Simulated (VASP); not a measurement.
# B (Fm-3m) in VASP: a series of runs, part 4 of 4

VASP 6.6.1. The steps go on from the part before.

## 6. Single point, PBEsol (volume scaled by 0.698, to set the pressure)

Contents of INCAR:

```
PREC = Accurate ; ENCUT = 500
EDIFF = 1E-6 ; ISMEAR = -1
SIGMA = 0.1 ; LREAL = False
LASPH = True ; NELM = 120
ALGO = Normal ; ISIF = 2
LWAVE = False ; LCHARG = True
GGA = PS ; LELF = True
LVHAR = True ; NBANDS = 8
GGA_COMPAT = False
```

Contents of KPOINTS:

```
Automatic mesh
0
Gamma
  25 25 25
```

Contents of POSCAR:

```
B
1.0
    0.0000000000      1.2668858788      1.2668858788
    1.2668858788      0.0000000000      1.2668858788
    1.2668858788      1.2668858788      0.0000000000
B
1
Direct
    0.0000000000      0.0000000000      0.0000000000
```

Potentials or basis: VASP PAW PBE potentials, release 64 (B).

Launch:

```
$ cat potpaw_PBE.64/B/POTCAR > POTCAR
$ mpirun -np 1 vasp_std > vasp.out
```

OUTCAR:

```text
PREC = Accurate
   ENCUT = 500
   EDIFF = 1E-6
   ISMEAR = -1
   LREAL = False
   LASPH = True
   NELM = 120
   ISIF = 2
   GGA = PS

 ion  position               nearest neighbor table
   1  0.000  0.000  0.000-

  LATTYP: Found a face centered cubic cell.
 ALAT       =     2.5337717576

  Lattice vectors:

 A1 = (   0.0000000000,   1.2668858788,   1.2668858788)
 A2 = (   1.2668858788,   0.0000000000,   1.2668858788)
 A3 = (   1.2668858788,   1.2668858788,   0.0000000000)

Analysis of symmetry for initial positions (statically):
=====================================================================
 Subroutine PRICEL returns:
 Original cell was already a primitive cell.

 Routine SETGRP: Setting up the symmetry group for a
 face centered cubic supercell.

 Subroutine GETGRP returns: Found 48 space group operations
 (whereof 48 operations were pure point group operations)
 out of a pool of 48 trial point group operations.

The static configuration has the point symmetry O_h .

Analysis of symmetry for dynamics (positions and initial velocities):
=====================================================================
 Subroutine PRICEL returns:
 Original cell was already a primitive cell.

 Routine SETGRP: Setting up the symmetry group for a
 face centered cubic supercell.

 Subroutine GETGRP returns: Found 48 space group operations
 (whereof 48 operations were pure point group operations)
 out of a pool of 48 trial point group operations.

The dynamic configuration has the point symmetry O_h .

 Subroutine INISYM returns: Found 48 space group operations
 (whereof 48 operations are pure point group operations),
 and found     1 'primitive' translations

----------------------------------------------------------------------------------------

                                     Primitive cell

  volume of cell :       4.0667
[... 101 lines left out ...]
   EFERMI =   0.00;   METHOD = LEGACY
   ISMEAR =    -1;   SIGMA  =   0.10  broadening in eV -4-tet -1-fermi 0-gaus
   EFERMI_NEDOS =   21; number of points for ismear=-14 and -15
   IALGO  =     38    algorithm
   IMIX   =      4    mixing-type and parameters
     AMIX     =   0.40;   BMIX     =  1.00
     AMIX_MAG =   1.60;   BMIX_MAG =  1.00
  volume/ion in A,a.u.               =       4.07        27.44
  Fermi-wavevector in a.u.,A,eV,Ry     =   1.479226  2.795331 29.771023  2.188108
  Thomas-Fermi vector in A             =   2.593410
   LORBIT       =      0    0 simple, 1 ext, 2 COOP (PROOUT), +10 PAW based schemes
   GGA     = PS    functional components
   LHFCALC =     F    Hartree Fock is set to
   AEXX    =    0.0000 exact exchange contribution
   IVDW    =     0    specifies the selected vdW correction
   LEPSILON=     F    determine dielectric tensor
   LRPA    =     F    only Hartree local field effects (RPA)
 non-spin polarized calculation
  energy-cutoff  :      500.00
  volume of cell :        4.07
 maximum number of plane-waves:       113
 NGX is ok and might be reduce to    14
   NGX =  7   NGY =  7   NGZ =  7

 number of electron       3.0000000 magnetization

 Free energy of the ion-electron system (eV)
  ---------------------------------------------------
  ext. energy  EPLUGINS =         0.00000000
  ---------------------------------------------------
  free energy    TOTEN  =        -4.95001115 eV

  energy without entropy =       -4.94474674  energy(sigma->0) =       -4.94737895

 E-fermi :  15.6270     XC(G=0): -14.6616

 val. band max:       15.5765795504   @ k =  -0.4400   0.3600   0.1200
 cond. band min:      15.6703050615   @ k =  -0.4400   0.4400   0.0400
 fundamental gap:      0.0937255111
 Fermi energy:        15.6270290177

 k-point     1 :       0.0000    0.0000    0.0000
  band No.  band energies     occupation
      1      -8.3426      2.00000
      2      37.8381      0.00000
      3      37.8381      0.00000
      4      37.8381      0.00000
      5      55.9378      0.00000
      6      55.9378      0.00000
      7      55.9378      0.00000
      8      59.9712      0.00000
[... 243 lines left out ...]
 k-point    24 :       0.4400    0.0400    0.0000
  band No.  band energies     occupation
      1       0.5302      2.00000
      2      11.8964      2.00000
      3      33.1676      0.00000
      4      33.8791      0.00000
      5      49.7091      0.00000
      6      52.9089      0.00000
      7      57.1576      0.00000
      8      60.9678      0.00000

 [... further k-points ...]
[... 5 lines left out ...]
  --------------------------------------------------------------------------------------
  -------------------------------------------------------------------------------------
  Total        4.8882553      4.8882553      4.8882553     -0.0000000     -0.0000000     -0.0000000
  in kB     1925.8478959   1925.8478959   1925.8478959     -0.0000000     -0.0000000     -0.0000000
  external PRESSURE =    1925.8478959 kB  Pullay stress =       0.0000000 kB

 VOLUME and BASIS-vectors are now :
 -----------------------------------------------------------------------------
  energy-cutoff  :      500.00
  volume of cell :        4.07
      direct lattice vectors                 reciprocal lattice vectors
     0.000000000  1.266885879  1.266885879    -0.394668540  0.394668540  0.394668540
     1.266885879  0.000000000  1.266885879     0.394668540 -0.394668540  0.394668540
     1.266885879  1.266885879  0.000000000     0.394668540  0.394668540 -0.394668540

 POSITION                                       TOTAL-FORCE (eV/Angst)
 -----------------------------------------------------------------------------------
      0.00000      0.00000      0.00000        -0.000000      0.000000      0.000000
 -----------------------------------------------------------------------------------
    total drift:                               -0.000000     -0.000000     -0.000000

  FREE ENERGIE OF THE ION-ELECTRON SYSTEM (eV)
  ---------------------------------------------------
  free  energy   TOTEN  =        -4.9500111506 eV

  energy  without entropy=       -4.9447467436  energy(sigma->0) =       -4.94737895
```

OSZICAR:

```text
N       E                     dE             d eps       ncg     rms          rms(c)
DAV:   1    -0.316302571882E+01   -0.31630E+01   -0.17936E+03  8528   0.303E+02
DAV:   2    -0.497833162989E+01   -0.18153E+01   -0.17631E+01  9416   0.355E+01
DAV:   3    -0.497917693494E+01   -0.84531E-03   -0.84529E-03  8248   0.803E-01
DAV:   4    -0.497917694816E+01   -0.13220E-07   -0.12481E-07 10160   0.278E-03
DAV:   5    -0.497917694742E+01    0.73405E-09   -0.31032E-12  8304   0.782E-06    0.300E+00
DAV:   6    -0.495956267781E+01    0.19614E-01   -0.13601E-03  8664   0.252E-01    0.181E+00
DAV:   7    -0.495001300766E+01    0.95497E-02   -0.22198E-03  9040   0.320E-01    0.366E-02
DAV:   8    -0.495001146291E+01    0.15448E-05   -0.28865E-06  7640   0.173E-02    0.115E-02
DAV:   9    -0.495001115064E+01    0.31227E-06   -0.30383E-07  6144   0.424E-03
   1 F= -.49500112E+01 E0= -.49473789E+01  d E =-.526441E-02
```

stdout:

```text
POSCAR found type information on POSCAR B
 POSCAR found :  1 types and       1 ions
 scaLAPACK will be used
 -----------------------------------------------------------------------------
|                                                                             |
|                                                                             |
|     You enforced a specific xc type in the INCAR file but a different       |
|     I HOPE YOU KNOW WHAT YOU ARE DOING!                                     |
|                                                                             |
 -----------------------------------------------------------------------------

 LDA part: xc-table for (Slater+PW92), standard interpolation
 POSCAR, INCAR and KPOINTS ok, starting setup
 FFT: planning ... GRIDC
 FFT: planning ... GRID_SOFT
 FFT: planning ... GRID
 WAVECAR not read
 entering main loop
```

Wall time 7.1 s (1 thread of Intel Xeon Platinum 8488C (Sapphire Rapids), shared host); peak memory 0.11 GiB.

Results:

| Item | Value |
| --- | --- |
| Free energy | -4.9500 eV |
| Pressure | 192.6 GPa |

Caveat: the cell differs from its parent crystal (volume scaled by 0.698, to set the pressure); the PAW data sets were made with another functional, which shifts forces and pressure a little.

## 7. The runs side by side

```tsv
task	cell	cutoff (eV)	gap on the mesh (eV)	pressure (GPa)
relaxation of cell and atoms	relaxed to 190 GPa from a = 1.792 Å, angles 60.0°, 1 atom	600	none	190.0
relaxation of cell and atoms	relaxed to 190 GPa from a = 1.793 Å, angles 60.0°, 1 atom	600	none	190.0
single point	a = 1.793 Å, angles 60.0°, 1 atom	520	none	191.3
single point	a = 1.792 Å, angles 60.0°, 1 atom	500	none	192.6
```

Alike in all rows: level PBEsol; potentials or basis VASP PAW PBE potentials, release 64 (B); no spin polarisation; k mesh 25 × 25 × 25; smearing fermi-dirac 0.1 eV.

Caveats: the PAW data sets were made with another functional, which shifts forces and pressure a little; the cell is relaxed towards a set pressure, so the enthalpy falls and the energy may rise (some runs).

Absolute energies hang on the potentials; compare differences alone.
